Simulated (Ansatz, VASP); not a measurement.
**ZrC in VASP and in Ansatz**

```
Zr C
1.0
     3.39148    0.00000    0.00000
    -1.69574    2.93710    0.00000
     0.00000    0.00000    5.29005
Zr C
2 2
Direct
  0.66667 0.33333 0.75000
  0.33333 0.66667 0.25000
  0.00000 0.00000 0.50000
  0.00000 0.00000 0.00000
```

Alike in both runs: functional PBEsol; k mesh 9 × 9 × 5; occupations fermi-dirac, width 0.05 eV; no spin polarisation; Hubbard terms Zr d U = 4.0 eV.

|  | VASP | Ansatz |
| --- | --- | --- |
| version | VASP 6.6.1 | Ansatz 0.2.0 |
| potentials or method | VASP PAW PBE potentials, release 64 (Zr_sv, C), cutoff 520 eV | all-electron LAPW, scalar-relativistic |
| task | single point | density of states |

Ansatz gave:

| Item | Value |
| --- | --- |
| gap on the k mesh at the Fermi level (eV) | none |
| pressure (GPa) | -2.8 |
| traceless stress, the component that is largest in VASP (GPa) | 4.14 |

Q: Which values does VASP return?

A: gap on the k mesh at the Fermi level (eV): none; pressure (GPa): 3.5; traceless stress, the component that is largest in VASP (GPa): 2.70.

VASP's potentials were made for PBE, not for PBEsol. The programs project onto different local orbitals, so the same U acts differently, and such runs can settle in different states. A gap of «none» marks a metal or a gap that the smearing closes. Ansatz ran all-electron here, and VASP with PAW potentials.

Noted on Ansatz's run: U is the effective U less J, on atomic orbitals that reach past the spheres.
